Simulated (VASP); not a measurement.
Pt:

```
Pt
1.0
     0.00000    1.97158    1.97158
     1.97158    0.00000    1.97158
     1.97158    1.97158    0.00000
Pt
1
Direct
  0.00000 0.00000 0.00000
```

| Quantity | Value |
| --- | --- |
| Program | VASP 6.6.1 |
| Task | relaxation of cell and atoms |
| Functional | PBEsol |
| Potentials or basis | VASP PAW PBE potentials, release 64 (Pt) |
| Cutoff | 600 eV |
| k mesh | 16 × 16 × 16 |
| Occupations | gaussian, width 0.1 eV |
| Spin | no spin polarisation |

At the start: pressure -5.6 GPa; volume 15.33 Å³/atom.

Task: Where does the relaxation end?

Result: Over 4 steps the energy falls by 5.6 meV/atom and the volume is 15.02 Å³/atom (-2.0 %); space group Fm-3m (No. 225, to 0.05 Å).

Step by step:
| step | energy change (eV) | largest force (eV/Å) | pressure (GPa) | volume (Å³) |
| --- | --- | --- | --- | --- |
| 1 | 0.0000 | 0.0000 | -5.61 | 15.33 |
| 2 | 0.0438 | 0.0000 | 19.82 | 14.17 |
| 3 | -0.0056 | 0.0000 | -0.13 | 15.02 |
| 4 | -0.0056 | 0.0000 | -0.01 | 15.02 |

Final structure:
```
CELL_PARAMETERS angstrom
0.00000 1.95821 1.95821
1.95821 0.00000 1.95821
1.95821 1.95821 0.00000
ATOMIC_POSITIONS crystal
Pt 0.00000 0.00000 0.00000
```

Caveat: the PAW data sets were made with another functional, which shifts forces and pressure a little.
